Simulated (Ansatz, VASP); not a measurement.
One calculation of Co, two programs

```
Co
1.0
     2.48736    0.00000    0.00000
    -1.24368    2.15412    0.00000
     0.00000    0.00000    4.06329
Co
2
Direct
  0.33333 0.66667 0.74014
  0.66667 0.33333 0.25986
```

Alike in both runs: functional revPBE; k mesh 12 × 12 × 7; occupations fermi-dirac, width 0.05 eV; collinear spin.

```csv
,VASP,Ansatz
version,VASP 6.6.1,Ansatz 0.2.0
potentials or method,"VASP PAW PBE potentials, release 64 (Co)",Ansatz PAW
plane-wave cutoff (eV),520,420
valence electrons in the cell,18,34
task,single point,band structure
```

|  | VASP | Ansatz | Ansatz less VASP |
| --- | --- | --- | --- |
| gap on the k mesh at the Fermi level (eV) | none | none | - |
| pressure (GPa) | 4.3 | 5.0 | +0.72 |
| traceless stress, the component that is largest in VASP (GPa) | -1.92 | -1.89 | +0.036 |
| rms of the force components (eV/Å) | 0.287 | 0.294 | +0.0070 |
| net moment per atom (μB) | 1.64 | 1.65 | +0.008 |
| size of the moment on the site where the two differ most (μB) | 1.66 | 1.73 | +0.069 |

VASP's potentials were made for PBE, not for revPBE. Site moments also hang on the region over which each program counts them. Atom by atom the forces differ by 0.007 eV/Å (rms over components). A gap of «none» marks a metal or a gap that the smearing closes. With one functional, cell and mesh, what is left measures potentials, basis and numerics. VASP's potentials hold 18 valence electrons a cell and Ansatz's 34, so a difference there can come from the potentials and not from the codes.
